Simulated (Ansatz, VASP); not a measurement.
Two plane-wave programs on MoS2

INCAR

```
  PREC = Accurate
  ENCUT = 520
  EDIFF = 1E-7
  ISMEAR = 0
  SIGMA = 0.05
  LREAL = False
  LASPH = True
  NELM = 100
  ALGO = Normal
  ISIF = 2
  LWAVE = False
  LCHARG = False
  GGA = PE
  IVDW = 12
  NBANDS = 20
```

The input KPOINTS:

```
regular mesh
0
Gamma
  12 12 12
```

Contents of POSCAR:

```
MoS2
1.0
    1.5796371451      0.9120039309      5.6558381434
   -1.5796371451      0.9120039309      5.6558381434
    0.0000000000     -1.8240078619      5.6558381434
Mo S
1 2
Direct
    0.0000172156      0.0000172156      0.0000172156
    0.7535368444      0.7535368444      0.7535368444
    0.5797459400      0.5797459400      0.5797459400
```

Input for Ansatz:

```yaml
crystal:
  lattice:
    - [1.5796371451, 0.9120039309, 5.6558381434]
    - [-1.5796371451, 0.9120039309, 5.6558381434]
    - [0.0, -1.8240078619, 5.6558381434]
  atoms:
    - { symbol: Mo, position: [1.72156e-05, 1.72156e-05, 1.72156e-05] }
    - { symbol: S, position: [0.7535368444, 0.7535368444, 0.7535368444] }
    - { symbol: S, position: [0.57974594, 0.57974594, 0.57974594] }
basis:
  ecutwfc: 420
kpoints:
  mp_grid: { grid: [12, 12, 12] }
hamiltonian:
  xc: pbe
  pseudopotentials: { kind: paw, azcp: { folder: soft_1 } }
  dispersion: d3bj
scf:
  occupations: { method: gaussian, width: 0.05 }
output:
  forces: true
  stress: true
  eigenvalues: true
```

Alike in both runs: task single point; functional PBE; dispersion D3(BJ); k mesh 12 × 12 × 12; occupations gaussian, width 0.05 eV; no spin polarisation.

|  | VASP | Ansatz |
| --- | --- | --- |
| version | VASP 6.6.1 | Ansatz 0.2.0 |
| potentials or method | VASP PAW PBE potentials, release 64 (Mo_sv, S), cutoff 520 eV | scalar-relativistic, plane waves, PAW |
| valence electrons in the cell | 26 | 26 |

|  | VASP | Ansatz | Ansatz less VASP |
| --- | --- | --- | --- |
| gap on the k mesh at the Fermi level (eV) | 0.14 | 0.12 | -0.024 |
| least direct gap on the mesh (eV) | 1.57 | 1.57 | -0.005 |
| pressure (GPa) | 10.4 | 10.6 | +0.20 |
| traceless stress, the component that is largest in VASP (GPa) | 8.38 | 8.41 | +0.026 |
| rms of the force components (eV/Å) | 0.806 | 0.818 | +0.0112 |

Atom by atom the forces differ by 0.011 eV/Å (rms over components).
